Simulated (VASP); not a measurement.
Set up this calculation in VASP 6.6.1, as the native input.

| Quantity | Value |
| --- | --- |
| Task | relaxation of cell and atoms |
| Functional | PBEsol |
| Potentials or basis | VASP PAW PBE potentials, release 64 (B, P) |
| Cutoff | 600 eV |
| k mesh | 10 × 10 × 10 |
| Occupations | gaussian, width 0.02 eV |
| Spin | no spin polarisation |
| Dipole correction | no |
| Further INCAR settings | ALGO = Normal; EDIFF = 1e-06; IBRION = 2; EDIFFG = -0.005; NSW = 100; ISIF = 3 |

The structure of BP lies in POSCAR:

```
BP
1.0
    0.0000000000     -2.2690000000     -2.2690000000
    2.2690000000      0.0000000000     -2.2690000000
    2.2690000000     -2.2690000000      0.0000000000
B P
1 1
Direct
    0.0000000000      0.0000000000      0.0000000000
    0.7500000000      0.7500000000      0.7500000000
```

One way to write it, as run:

INCAR

```
SYSTEM = BP
ALGO     = Normal         ! electronic algorithm
EDIFF    = 1E-6           ! SCF threshold, eV
EDIFFG   = -0.005         ! ionic threshold
ENCUT    = 600            ! plane-wave cutoff, eV
GGA      = PS             ! functional
IBRION   = 2              ! ionic algorithm
ISIF     = 3              ! what is computed and relaxed
ISMEAR   = 0              ! smearing method
LASPH    = .True.         ! aspherical terms in the spheres
LCHARG   = .False.        ! write CHGCAR
LREAL    = .False.        ! projectors in reciprocal space
LWAVE    = .False.        ! write WAVECAR
NELM     = 60             ! most SCF steps
NSW      = 100            ! ionic steps
PREC     = Accurate       ! precision mode
SIGMA    = 0.02           ! smearing width, eV
```

KPOINTS

```
k-points
0
Gamma
  10 10 10
  0 0 0
```

Potentials or basis: VASP PAW PBE potentials, release 64 (B, P).

The run is started by

```sh
$ cat potpaw_PBE.64/B/POTCAR potpaw_PBE.64/P/POTCAR > POTCAR
$ mpirun -np 1 vasp_std > vasp.out
```

Results of the run:

| Quantity | Value |
| --- | --- |
| Relaxed volume | 11.55 Å³/atom |
| Relaxed cell | a = 3.197 Å, b = 3.197 Å, c = 3.197 Å, α = 60.00°, β = 60.00°, γ = 60.00° |
| Space group after relaxing (to 0.05 Å) | F-43m (No. 216) |
| Energy gained by relaxing | 0.8 meV/atom |
| Ionic steps | 3 |
| Pressure after relaxing | 0.0 GPa |
| Band gap on the k mesh | 1.12 eV, indirect (least direct gap 3.37 eV) |

Caveat: the PAW data sets were made with another functional, which shifts forces and pressure a little.

Run time: 14 s on 1 thread of Intel(R) Xeon(R) Platinum 8488C (Sapphire Rapids), on a shared host, peak memory 0.15 GiB.
